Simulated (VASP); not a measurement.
Input of a VASP 6.6.1 run:

File POSCAR:

```
YPd3
1.0
    4.1146272300      0.0000000000      0.0000000000
    0.0000000000      4.1146272300      0.0000000000
    0.0000000000      0.0000000000      4.1146272300
Pd Y
3 1
Direct
    0.0000000000      0.5000000000      0.5000000000
    0.5000000000      0.0000000000      0.5000000000
    0.5000000000      0.5000000000      0.0000000000
    0.0000000000      0.0000000000      0.0000000000
```

Contents of INCAR.step1:

```
SYSTEM = YPd3
ALGO = Normal
EDIFF = 1E-4
ENCUT = 520
GGA = PE
ISMEAR = -1
LASPH = .TRUE.
LCHARG = .FALSE.
LREAL = .FALSE.
LWAVE = .TRUE.
NBANDS = 28
NELM = 100
PREC = Accurate
SIGMA = 0.1282
```

The input INCAR.step2:

```
SYSTEM = YPd3
ALGO = Normal
EDIFF = 1E-6
ENCUT = 520
ISIF = 2
ISMEAR = -1
ISTART = 1
LASPH = .TRUE.
LCHARG = .FALSE.
LMIXTAU = .TRUE.
LREAL = .FALSE.
LWAVE = .FALSE.
METAGGA = R2SCAN
NBANDS = 28
NELM = 100
PREC = Accurate
SIGMA = 0.1282
```

File KPOINTS:

```
k-points
0
G
  8 8 8
  0 0 0
```

Potentials or basis: VASP PAW PBE potentials, release 64 (Pd, Y_sv).

The run is started by

```console
$ cat potpaw_PBE.64/Pd/POTCAR potpaw_PBE.64/Y_sv/POTCAR > POTCAR
$ cp INCAR.step1 INCAR
$ mpirun -np 1 vasp_std > vasp.out
$ cp INCAR.step2 INCAR
$ mpirun -np 1 vasp_std > vasp.out
```

Question: Predict the pressure.

Answer: -1.5 GPa.

Caveat: the PAW data sets were made with another functional, which shifts forces and pressure a little.
